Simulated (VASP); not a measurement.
Here is a VASP 6.6.1 calculation.

Contents of POSCAR:

```
TiAl
1.0
    3.1141669331      0.0000000000      0.0000000000
    0.0000000000      3.1141669331      0.0000000000
    0.0000000000      0.0000000000      3.1141669331
Ti Al
1 1
Direct
    0.0000000000      0.0000000000      0.0000000000
    0.5000000000      0.5000000000      0.5000000000
```

The input INCAR.step1:

```
SYSTEM = TiAl
ALGO = Normal
EDIFF = 1E-4
ENCUT = 520
GGA = PE
ISMEAR = -1
LASPH = .True.
LCHARG = .False.
LREAL = .False.
LWAVE = .True.
NBANDS = 14
NELM = 80
PREC = Accurate
SIGMA = 0.05
```

The input INCAR.step2:

```
SYSTEM = TiAl
ALGO = Normal
EDIFF = 1E-7
ENCUT = 520
ISIF = 2
ISMEAR = -1
ISTART = 1
LASPH = .True.
LCHARG = .True.
LELF = .True.
LMIXTAU = .True.
LREAL = .False.
LVHAR = .True.
LWAVE = .False.
METAGGA = R2SCAN
NBANDS = 14
NELM = 80
PREC = Accurate
SIGMA = 0.05
```

KPOINTS

```
k-points
0
Gamma
  8 8 8
  0 0 0
```

Potentials or basis: VASP PAW PBE potentials, release 64 (Ti_sv, Al).

Command:

```bash
$ cat potpaw_PBE.64/Ti_sv/POTCAR potpaw_PBE.64/Al/POTCAR > POTCAR
$ cp INCAR.step1 INCAR
$ mpirun -np 1 vasp_std > vasp.out
$ cp INCAR.step2 INCAR
$ mpirun -np 1 vasp_std > vasp.out
```

Problem. Predict the pressure.

Solution. 7.7 GPa.

Caveat: the PAW data sets were made with another functional, which shifts forces and pressure a little.
